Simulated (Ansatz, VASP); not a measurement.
## One calculation of Ag, two programs

Contents of POSCAR:

```
Ag
1.0
    0.0000000000      2.0519023311      2.0519023311
    2.0519023311      0.0000000000      2.0519023311
    2.0519023311      2.0519023311      0.0000000000
Ag
1
Direct
    0.0000000000      0.0000000000      0.0000000000
```

File INCAR.step1:

```
SYSTEM = Ag
ALGO     = Normal         ! electronic algorithm
EDIFF    = 1E-4           ! SCF threshold, eV
ENCUT    = 520            ! plane-wave cutoff, eV
GGA      = PE             ! functional
ISMEAR   = -1             ! smearing method
LASPH    = .True.         ! aspherical terms in the spheres
LCHARG   = .False.        ! write CHGCAR
LREAL    = .False.        ! projectors in reciprocal space
LWAVE    = .True.         ! write WAVECAR
NBANDS   = 12             ! bands
NELM     = 60             ! most SCF steps
PREC     = Accurate       ! precision mode
SIGMA    = 0.1            ! smearing width, eV
```

INCAR.step2

```
SYSTEM = Ag
ALGO     = Normal         ! electronic algorithm
EDIFF    = 1E-7           ! SCF threshold, eV
ENCUT    = 520            ! plane-wave cutoff, eV
ISIF     = 2              ! what is computed and relaxed
ISMEAR   = -1             ! smearing method
ISTART   = 1            
LASPH    = .True.         ! aspherical terms in the spheres
LCHARG   = .False.        ! write CHGCAR
LMIXTAU  = .True.       
LREAL    = .False.        ! projectors in reciprocal space
LWAVE    = .False.        ! write WAVECAR
METAGGA  = R2SCAN         ! meta-GGA
NBANDS   = 12             ! bands
NELM     = 60             ! most SCF steps
PREC     = Accurate       ! precision mode
SIGMA    = 0.1            ! smearing width, eV
```

File KPOINTS:

```
k-points
0
Gamma
  11 11 11
  0 0 0
```

Input for Ansatz:

```yaml
crystal:
  lattice:
    - [0.0, 2.0519023311, 2.0519023311]
    - [2.0519023311, 0.0, 2.0519023311]
    - [2.0519023311, 2.0519023311, 0.0]
  atoms:
    - { symbol: Ag, position: [0.0, 0.0, 0.0] }
hamiltonian:
  xc: r2scan
  pseudopotentials:
    kind: paw
    azcp:
      Ag: "pseudopotentials/Ag.paw.azcp"
basis:
  ecutwfc: 500
  fft_grid_basis: typed
kpoints:
  mp_grid: { grid: [11, 11, 11], shift: [0, 0, 0] }
magnetization:
  spin_polarized: false
scf:
  occupations: { method: fermi_dirac, width: 0.1 }
  lower_state_search: "off"
output:
  stress: true
  write_density: true
  write_potential: true
  elf: true
  volumetric_format: npy
```

Alike in both runs: task single point; functional r2SCAN; k mesh 11 × 11 × 11; occupations fermi-dirac, width 0.1 eV; no spin polarisation.

```csv
,VASP,Ansatz
version,VASP 6.6.1,Ansatz 0.2.0
potentials or method,"VASP PAW PBE potentials, release 64 (Ag), cutoff 520 eV","plane waves (500 eV) with PAW, scalar-relativistic"
valence electrons in the cell,11,19
```

```csv
,VASP,Ansatz,Ansatz less VASP
pressure (GPa),0.1,-0.1,-0.12
```

VASP's potentials were made for PBE, not for r2SCAN. The functional is the same, so the differences come from potentials, cutoffs and numerics. VASP's potentials hold 11 valence electrons a cell and Ansatz's 19, so a difference there can come from the potentials and not from the codes.
